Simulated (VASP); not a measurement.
# Ag (Fmmm) in VASP: a series of runs

Ag is run at these levels: PBE; tasks: single point.

All numbers are computed with VASP 6.6.1; they aren't measurements. Logs are shortened: lines on timing, memory, paths and dates and some standing lists are left out, and cuts for length are marked.

### 1 The cell of the first run

It takes space group Fmmm (No. 69, orthorhombic). Conventional cell: a = 3.311 Å, b = 4.507 Å, c = 4.859 Å, α = 90.00°, β = 90.00°, γ = 90.00°. Ag (site symmetry mmm) has 14 Ag at 2.80 to 3.31 Å within 3.7 Å.

### 2 Single point, PBE (strain -0.0750 x Voigt [0, 0, 0, 1, 0, 0])

The input, INCAR:

```
PREC = Accurate
ENCUT = 520
EDIFF = 1E-6
ISMEAR = 0
SIGMA = 0.15
LREAL = F
LASPH = T
NELM = 100
ALGO = Fast
ISIF = 2
LWAVE = F
LCHARG = F
GGA = PE
NBANDS = 12
```

The input, KPOINTS:

```
regular mesh
0
Gamma
  20 20 20
```

The input, POSCAR:

```
Ag
1.0
   -1.6556540000      1.5935669750      1.5935669750
    1.6556540000     -1.7177410250      1.7177410250
    1.6556540000      1.7177410250     -1.7177410250
Ag
1
Direct
    0.0000000000      0.0000000000      0.0000000000
```

Potentials or basis: VASP PAW PBE potentials, release 64 (Ag).

On the command line:

```
$ cat potpaw_PBE.64/Ag/POTCAR > POTCAR
$ mpirun -np 1 vasp_std > vasp.out
```

OUTCAR:

```text
PREC = Accurate
   ENCUT = 520
   EDIFF = 1E-6
   ISMEAR = 0
   LREAL = F
   LASPH = T
   NELM = 100
   ISIF = 2
   GGA = PE

 ion  position               nearest neighbor table
   1  0.000  0.000  0.000-

  LATTYP: Found a face centered orthorhombic cell.
 ALAT       =     3.3113080000
 B/A-ratio  =     1.3611805538
 C/A-ratio  =     1.4672465710

  Lattice vectors:

 A1 = (   0.0000000000,  -0.1241740500,   3.3113080000)
 A2 = (   1.6556540000,  -1.7177410250,   1.7177410250)
 A3 = (   1.6556540000,   1.5935669750,   1.5935669750)

Analysis of symmetry for initial positions (statically):
=====================================================================
 Subroutine PRICEL returns:
 Original cell was already a primitive cell.

 Routine SETGRP: Setting up the symmetry group for a
 face centered orthorhombic supercell.

 Subroutine GETGRP returns: Found  8 space group operations
 (whereof  8 operations were pure point group operations)
 out of a pool of  8 trial point group operations.

The static configuration has the point symmetry D_2h.

Analysis of symmetry for dynamics (positions and initial velocities):
=====================================================================
 Subroutine PRICEL returns:
 Original cell was already a primitive cell.

 Routine SETGRP: Setting up the symmetry group for a
 face centered orthorhombic supercell.

 Subroutine GETGRP returns: Found  8 space group operations
 (whereof  8 operations were pure point group operations)
 out of a pool of  8 trial point group operations.

The dynamic configuration has the point symmetry D_2h.

 Subroutine INISYM returns: Found  8 space group operations
 (whereof  8 operations are pure point group operations),
 and found     1 'primitive' translations

----------------------------------------------------------------------------------------

                                     Primitive cell

  volume of cell :      18.1283

  direct lattice vectors                    reciprocal lattice vectors
    -1.655654000  1.593566975  1.593566975     0.000000000  0.313761522  0.313761522
     1.655654000 -1.717741025  1.717741025     0.301995465  0.011340778  0.302420744
     1.655654000  1.717741025 -1.717741025     0.301995465  0.302420744  0.011340778

  length of vectors
     2.796444452  2.939805882  2.939805882     0.443725800  0.427537344  0.427537344

  position of ions in fractional coordinates (direct lattice)
     0.000000000  0.000000000  0.000000000

  ion indices of the primitive-cell ions
   primitive index   ion index
                 1           1

----------------------------------------------------------------------------------------

 KPOINTS: regular mesh

Automatic generation of k-mesh.
 Grid dimensions read from file:
 generate k-points for:   20   20   20

 Generating k-lattice:

  Cartesian coordinates                     Fractional coordinates (reciprocal lattice)
     0.000000000  0.015688076  0.015688076     0.050000000  0.000000000  0.000000000
     0.015099773  0.000567039  0.015121037     0.000000000  0.050000000  0.000000000
     0.015099773  0.015121037  0.000567039    -0.000000000 -0.000000000  0.050000000

  Length of vectors
     0.022186290  0.021376867  0.021376867

  Shift w.r.t. Gamma in fractional coordinates (k-lattice)
     0.000000000  0.000000000  0.000000000

 Subroutine IBZKPT returns following result:
 ===========================================

 Found   1166 irreducible k-points:

 Following reciprocal coordinates:
            Coordinates               Weight
  0.000000  0.000000  0.000000      1.000000
  0.050000  0.000000  0.000000      2.000000
  0.100000  0.000000  0.000000      2.000000
  0.150000  0.000000  0.000000      2.000000
  0.200000  0.000000  0.000000      2.000000
  0.250000  0.000000  0.000000      2.000000
[... 16 lines left out ...]
  0.050000  0.100000 -0.000000      8.000000
  0.100000  0.100000  0.000000      8.000000
 [... further k-points ...]
   k-points           NKPTS =   1166   k-points in BZ     NKDIM =   1166   number of bands    NBANDS=     12
   number of dos      NEDOS =    301   number of ions     NIONS =      1
   total plane-waves  NPLWV =  13824
   dimension x,y,z NGX =    24 NGY =   24 NGZ =   24
   dimension x,y,z NGXF=    48 NGYF=   48 NGZF=   48
   ions per type =               1
   NGX,Y,Z   is equivalent  to a cutoff of  14.27, 13.57, 13.57 a.u.
   NGXF,Y,Z  is equivalent  to a cutoff of  28.54, 27.14, 27.14 a.u.
 SYSTEM =  unknown system
   PREC   = accura    normal or accurate (medium, high low for compatibility)
   ISTART =      0    job   : 0-new  1-cont  2-samecut
   ICHARG =      2    charge: 1-file 2-atom 10-const
   ISPIN  =      1    spin polarized calculation?
   LNONCOLLINEAR =      F non collinear calculations
   LSORBIT =      F    spin-orbit coupling
   LASPH  =      T    aspherical Exc in radial PAW
   ENCUT  =  520.0 eV  38.22 Ry    6.18 a.u.   5.20  5.47  5.47*2*pi/ulx,y,z
   NELM   =    100;   NELMIN=  2; NELMDL= -5     # of ELM steps
   EDIFF  = 0.1E-05   stopping-criterion for ELM
   LREAL  =      F    real-space projection
   EDIFFG = 0.1E-04   stopping-criterion for IOM
   NSW    =      0    number of steps for IOM
   IBRION =     -1    ionic relax: 0-MD 1-quasi-New 2-CG
   NFREE  =      0    steps in history (QN), initial steepest desc. (CG)
   ISIF   =      2    stress and relaxation
   ISYM   =      2    0-nonsym 1-usesym 2-fastsym
   POTIM  = 0.5000    time-step for ionic-motion
   TEBEG  =    0.0;   TEEND  =   0.0 temperature during run
   PSTRESS=    0.0 pullay stress
   NELECT =      11.0000    total number of electrons
   NUPDOWN=      -1.0000    fix difference up-down
   EMIN   =  10.00;   EMAX   =-10.00  energy-range for DOS
   EFERMI =   0.00;   METHOD = LEGACY
   ISMEAR =     0;   SIGMA  =   0.15  broadening in eV -4-tet -1-fermi 0-gaus
   EFERMI_NEDOS =   21; number of points for ismear=-14 and -15
   IALGO  =     68    algorithm
   IMIX   =      4    mixing-type and parameters
     AMIX     =   0.40;   BMIX     =  1.00
     AMIX_MAG =   1.60;   BMIX_MAG =  1.00
  volume/ion in A,a.u.               =      18.13       122.34
  Fermi-wavevector in a.u.,A,eV,Ry     =   1.385968  2.619100 26.135530  1.920907
  Thomas-Fermi vector in A             =   2.510328
   LORBIT       =      0    0 simple, 1 ext, 2 COOP (PROOUT), +10 PAW based schemes
   GGA     = PE    functional components
   LHFCALC =     F    Hartree Fock is set to
   AEXX    =    0.0000 exact exchange contribution
   IVDW    =     0    specifies the selected vdW correction
   LEPSILON=     F    determine dielectric tensor
   LRPA    =     F    only Hartree local field effects (RPA)
 non-spin polarized calculation
 RMM-DIIS sequential band-by-band and
 Gauss-broadening in eV      SIGMA  =   0.15
  energy-cutoff  :      520.00
  volume of cell :       18.13
 maximum number of plane-waves:       501
 NGX is ok and might be reduce to    24
   NGX = 11   NGY = 11   NGZ = 11

 number of electron      11.0000002 magnetization

 Free energy of the ion-electron system (eV)
  ---------------------------------------------------
  ext. energy  EPLUGINS =         0.00000000
  ---------------------------------------------------
  free energy    TOTEN  =        -2.67154254 eV

  energy without entropy =       -2.66805387  energy(sigma->0) =       -2.66979821

 E-fermi :   7.6626     XC(G=0): -11.8441

 val. band max:        7.6515836624   @ k =   0.3500  -0.4000   0.2500
 cond. band min:       7.6628113097   @ k =  -0.4000   0.3000   0.3000
 fundamental gap:      0.0112276472
 Fermi energy:         7.6625523891

 k-point     1 :       0.0000    0.0000    0.0000
  band No.  band energies     occupation
      1       0.2857      2.00000
      2       2.6031      2.00000
      3       2.8611      2.00000
      4       3.1819      2.00000
      5       4.1210      2.00000
      6       4.1570      2.00000
      7      24.5346      0.00000
      8      25.4031      0.00000
      9      25.9146      0.00000
     10      29.8588      0.00000
     11      30.7347      0.00000
     12      30.7593      0.00000

 k-point     2 :       0.0500    0.0000    0.0000
  band No.  band energies     occupation
      1       0.3731      2.00000
      2       2.6541      2.00000
      3       2.8735      2.00000
      4       3.1594      2.00000
      5       4.1170      2.00000
      6       4.1216      2.00000
      7      24.5930      0.00000
      8      25.4363      0.00000
      9      25.7693      0.00000
     10      28.8922      0.00000
     11      30.2113      0.00000
     12      30.6583      0.00000

 k-point     3 :       0.1000    0.0000    0.0000
  band No.  band energies     occupation
      1       0.6287      2.00000
      2       2.8046      2.00000
      3       2.9097      2.00000
      4       3.0947      2.00000
      5       4.0272      2.00000
      6       4.1059      2.00000
      7      24.6811      0.00000
      8      25.2663      0.00000
      9      25.5292      0.00000
     10      27.7339      0.00000
     11      29.0454      0.00000
     12      29.2679      0.00000

 k-point     4 :       0.1500    0.0000    0.0000
  band No.  band energies     occupation
      1       1.0254      2.00000
      2       2.9738      2.00000
      3       2.9955      2.00000
      4       3.0466      2.00000
      5       3.9083      2.00000
      6       4.0905      2.00000
      7      24.1758      0.00000
      8      24.4579      0.00000
      9      25.6643      0.00000
     10      27.1952      0.00000
     11      27.6578      0.00000
     12      28.0156      0.00000

 k-point     5 :       0.2000    0.0000    0.0000
  band No.  band energies     occupation
      1       1.4824      2.00000
      2       2.8731      2.00000
      3       3.1120      2.00000
      4       3.3660      2.00000
      5       3.8140      2.00000
      6       4.0739      2.00000
      7      22.4547      0.00000
      8      23.7197      0.00000
      9      25.8188      0.00000
     10      26.2276      0.00000
     11      27.4010      0.00000
     12      27.5250      0.00000
[... 228 lines left out ...]
      1       1.6111      2.00000
      2       2.3467      2.00000
      3       3.9742      2.00000
      4       4.0174      2.00000
      5       5.0637      2.00000
      6       8.1628      0.00000
      7      12.4415      0.00000
      8      20.1142      0.00000
      9      20.7757      0.00000
     10      26.5173      0.00000
     11      27.9754      0.00000
     12      30.3736      0.00000

 k-point    22 :       0.0000    0.1000   -0.0000
  band No.  band energies     occupation
      1       0.5960      2.00000
      2       2.6336      2.00000
      3       2.9121      2.00000
      4       3.2173      2.00000
      5       4.0549      2.00000
      6       4.1490      2.00000
      7      24.2301      0.00000
      8      24.7304      0.00000
      9      25.7815      0.00000
     10      28.0821      0.00000
     11      28.7066      0.00000
     12      30.0750      0.00000

 k-point    23 :       0.0500    0.1000   -0.0000
  band No.  band energies     occupation
      1       0.8383      2.00000
      2       2.6953      2.00000
      3       3.0051      2.00000
      4       3.1828      2.00000
      5       3.9936      2.00000
      6       4.1262      2.00000
      7      23.7285      0.00000
      8      24.7689      0.00000
      9      25.3985      0.00000
     10      27.9027      0.00000
     11      28.0209      0.00000
     12      29.2909      0.00000

 k-point    24 :       0.1000    0.1000    0.0000
  band No.  band energies     occupation
      1       1.2156      2.00000
      2       2.7530      2.00000
      3       2.9950      2.00000
      4       3.3415      2.00000
      5       3.8835      2.00000
      6       4.1297      2.00000
      7      22.9897      0.00000
      8      24.1800      0.00000
      9      25.3528      0.00000
     10      26.1496      0.00000
     11      27.7975      0.00000
     12      29.5971      0.00000

 [... further k-points ...]

------------------------ aborting loop because EDIFF is reached ----------------------------------------

  FORCE on cell =-STRESS in cart. coord.  units (eV):
  Direction    XX          YY          ZZ          XY          YZ          ZX
  --------------------------------------------------------------------------------------
  -------------------------------------------------------------------------------------
  Total       -0.0026160     -0.0426328     -0.0426328      0.0000000      0.3867193      0.0000000
  in kB       -0.2312023     -3.7678770     -3.7678770      0.0000000     34.1781691      0.0000000
  external PRESSURE =      -2.5889855 kB  Pullay stress =       0.0000000 kB

 VOLUME and BASIS-vectors are now :
 -----------------------------------------------------------------------------
  energy-cutoff  :      520.00
  volume of cell :       18.13
      direct lattice vectors                 reciprocal lattice vectors
    -1.655654000  1.593566975  1.593566975     0.000000000  0.313761522  0.313761522
     1.655654000 -1.717741025  1.717741025     0.301995465  0.011340778  0.302420744
     1.655654000  1.717741025 -1.717741025     0.301995465  0.302420744  0.011340778

 POSITION                                       TOTAL-FORCE (eV/Angst)
 -----------------------------------------------------------------------------------
      0.00000      0.00000      0.00000         0.000000      0.000000      0.000000
 -----------------------------------------------------------------------------------
    total drift:                                0.000000      0.000000      0.000000

  FREE ENERGIE OF THE ION-ELECTRON SYSTEM (eV)
  ---------------------------------------------------
  free  energy   TOTEN  =        -2.6715425434 eV

  energy  without entropy=       -2.6680538710  energy(sigma->0) =       -2.66979821
```

It took 3.5 min on 1 thread of Intel Xeon 8259CL, shared host; peak memory 0.35 GiB.

What came out:

```yaml
Free_energy: -2.6715 eV
Pressure: -0.3 GPa
Band_gap_on_the_k_mesh: zero (an odd number of electrons rules out a gap without spin polarisation)
```

Caveat: the cell differs from its parent crystal (strain -0.0750 x Voigt [0, 0, 0, 1, 0, 0]).

### 3 Single point, PBE (strain +0.0375 x Voigt [0, 0, 0, 1, 0, 0])

The input, INCAR:

```
SYSTEM = Ag
ALGO = Fast
EDIFF = 1E-6
ENCUT = 520
GGA = PE
ISIF = 2
ISMEAR = 0
LASPH = .TRUE.
LCHARG = .TRUE.
LELF = .TRUE.
LREAL = .FALSE.
LVHAR = .TRUE.
LWAVE = .FALSE.
NBANDS = 12
NELM = 80
PREC = Accurate
SIGMA = 0.15
```

The input, KPOINTS:

```
k-points
0
G
  20 20 20
  0 0 0
```

The input, POSCAR:

```
Ag
1.0
   -1.6556540000      1.6866975125      1.6866975125
    1.6556540000     -1.6246104875      1.6246104875
    1.6556540000      1.6246104875     -1.6246104875
Ag
1
Direct
    0.0000000000      0.0000000000      0.0000000000
```

Potentials or basis: VASP PAW PBE potentials, release 64 (Ag).

On the command line:

```
$ cat potpaw_PBE.64/Ag/POTCAR > POTCAR
$ mpirun -np 1 vasp_std > vasp.out
```

Run time: 4.5 min. Hardware: 1 thread of Intel Xeon 8259CL, shared host; peak memory 0.34 GiB.

It converged, with:

```
Free energy            : -2.6818 eV
Pressure               : -0.7 GPa
Band gap on the k mesh : zero (an odd number of electrons rules out a gap without spin polarisation)
```

Stress tensor (GPa, compression positive):
```
-0.63  0.00  0.00
 0.00 -0.69 -1.52
 0.00 -1.52 -0.69
```

Levels at points of the mesh, in eV from the Fermi level:
```
           k point  band 3  band 4  band 5  band 6  band 7  band 8
(0.00, 0.00, 0.00)   -4.74   -4.59   -3.53   -3.52   17.34   17.73
(0.50, 0.00, 0.00)   -3.53   -3.35   -2.69   -0.16    3.39   13.30
(0.00, 0.50, 0.00)   -3.58   -3.43   -2.63    0.05    3.78   12.87
(0.00, 0.50, 0.50)   -3.63   -3.51   -2.55    0.27    4.17   12.88
(0.50, 0.50, 0.50)   -2.96   -2.85   -2.73    6.65    6.70    6.77
```

Caveat: the cell differs from its parent crystal (strain +0.0375 x Voigt [0, 0, 0, 1, 0, 0]).

### 4 Single point, PBE (strain +0.0562 x Voigt [0, 0, 0, 1, 0, 0])

The input, INCAR:

```
ALGO = Fast
EDIFF = 1E-6
ENCUT = 520
GGA = PE
ISIF = 2
ISMEAR = 0
LASPH = T
LCHARG = T
LELF = T
LREAL = F
LVHAR = T
LWAVE = F
NBANDS = 12
NELM = 60
PREC = Accurate
SIGMA = 0.15
```

The input, KPOINTS:

```
k-points
0
Gamma
  20 20 20
```

The input, POSCAR:

```
Ag
1.0
   -1.6556540000      1.7021778774      1.7021778774
    1.6556540000     -1.6091301226      1.6091301226
    1.6556540000      1.6091301226     -1.6091301226
Ag
1
Direct
    0.0000000000      0.0000000000      0.0000000000
```

On the command line:

```
$ cat potpaw_PBE.64/Ag/POTCAR > POTCAR
$ mpirun -np 1 vasp_std > vasp.out
```

Wall time 4.8 min (1 thread of Intel Xeon 8259CL, shared host); peak memory 0.35 GiB.

It converged, with:

- Free energy: -2.6777 eV
- Pressure: -0.5 GPa
- Band gap on the k mesh: zero (an odd number of electrons rules out a gap without spin polarisation)

Stress tensor (GPa, compression positive):
```
-0.39  0.00  0.00
 0.00 -0.56 -2.41
 0.00 -2.41 -0.56
```

Levels at points of the mesh, in eV from the Fermi level:
| k point | band 3 | band 4 | band 5 | band 6 | band 7 | band 8 |
| --- | --- | --- | --- | --- | --- | --- |
| (0.00, 0.00, 0.00) | -4.77 | -4.53 | -3.53 | -3.51 | 17.12 | 17.73 |
| (0.50, 0.00, 0.00) | -3.51 | -3.32 | -2.73 | -0.27 | 3.20 | 13.40 |
| (0.00, 0.50, 0.00) | -3.58 | -3.44 | -2.64 | 0.04 | 3.78 | 12.67 |
| (0.00, 0.50, 0.50) | -3.65 | -3.56 | -2.52 | 0.38 | 4.37 | 12.78 |
| (0.50, 0.50, 0.50) | -3.02 | -2.86 | -2.68 | 6.63 | 6.69 | 6.81 |

Caveat: the cell differs from its parent crystal (strain +0.0562 x Voigt [0, 0, 0, 1, 0, 0]).

### 5 Single point, PBE (strain +0.0187 x Voigt [0, 0, 0, 1, 0, 0])

The input, INCAR:

```
PREC = Accurate
ENCUT = 520
EDIFF = 1E-6
ISMEAR = 0
SIGMA = 0.15
LREAL = F
LASPH = T
NELM = 80
ALGO = Fast
ISIF = 2
LWAVE = F
LCHARG = F
GGA = PE
NBANDS = 12
```

The input, KPOINTS:

```
Automatic mesh
0
Gamma
  20 20 20
```

The input, POSCAR:

```
Ag
1.0
   -1.6556540000      1.6711343649      1.6711343649
    1.6556540000     -1.6401736351      1.6401736351
    1.6556540000      1.6401736351     -1.6401736351
Ag
1
Direct
    0.0000000000      0.0000000000      0.0000000000
```

On the command line:

```
$ cat potpaw_PBE.64/Ag/POTCAR > POTCAR
$ mpirun -np 1 vasp_std > vasp.out
```

It took 4.8 min on 1 thread of Intel Xeon 8259CL, shared host; peak memory 0.35 GiB.

It converged, with:

- Free energy: -2.6842 eV
- Pressure: -0.7 GPa
- Band gap on the k mesh: zero (an odd number of electrons rules out a gap without spin polarisation)

Stress tensor (GPa, compression positive):
```
-0.74  0.00  0.00
 0.00 -0.75 -0.73
 0.00 -0.73 -0.75
```

Levels at points of the mesh, in eV from the Fermi level:
```tsv
k point	band 1	band 2	band 3	band 4	band 5	band 6	band 7	band 8	band 9	band 10
(0.00, 0.00, 0.00)	-7.34	-4.80	-4.73	-4.65	-3.52	-3.52	17.54	17.72	17.88	22.82
(0.50, 0.00, 0.00)	-6.06	-5.47	-3.55	-3.38	-2.65	-0.05	3.59	13.20	14.07	19.35
(0.00, 0.50, 0.00)	-6.06	-5.43	-3.57	-3.42	-2.62	0.05	3.78	13.03	13.99	19.17
(0.00, 0.50, 0.50)	-6.05	-5.39	-3.60	-3.46	-2.58	0.16	3.98	12.99	13.77	19.09
(0.50, 0.50, 0.50)	-6.01	-6.01	-2.89	-2.84	-2.78	6.68	6.71	6.74	11.95	12.96
```

Caveat: the cell differs from its parent crystal (strain +0.0187 x Voigt [0, 0, 0, 1, 0, 0]).

### 6 The runs side by side

| cell | gap on the mesh (eV) | pressure (GPa) |
| --- | --- | --- |
| a = 2.796, b = 2.940, c = 2.940 Å, angles 111.4, 109.5, 109.5°, 1 atom | none | -0.3 |
| a = 2.904, b = 2.832, c = 2.832 Å, angles 108.4, 109.5, 109.5°, 1 atom | none | -0.7 |
| a = 2.922, b = 2.814, c = 2.814 Å, angles 107.9, 109.5, 109.5°, 1 atom | none | -0.5 |
| a = 2.886, b = 2.850, c = 2.850 Å, angles 109.0, 109.5, 109.5°, 1 atom | none | -0.7 |

Alike in all rows: task single point; level PBE; potentials or basis VASP PAW PBE potentials, release 64 (Ag); no spin polarisation; k mesh 20 × 20 × 20; cutoff (eV) 520; smearing gaussian 0.15 eV.

Absolute energies hang on the potentials; compare differences alone.
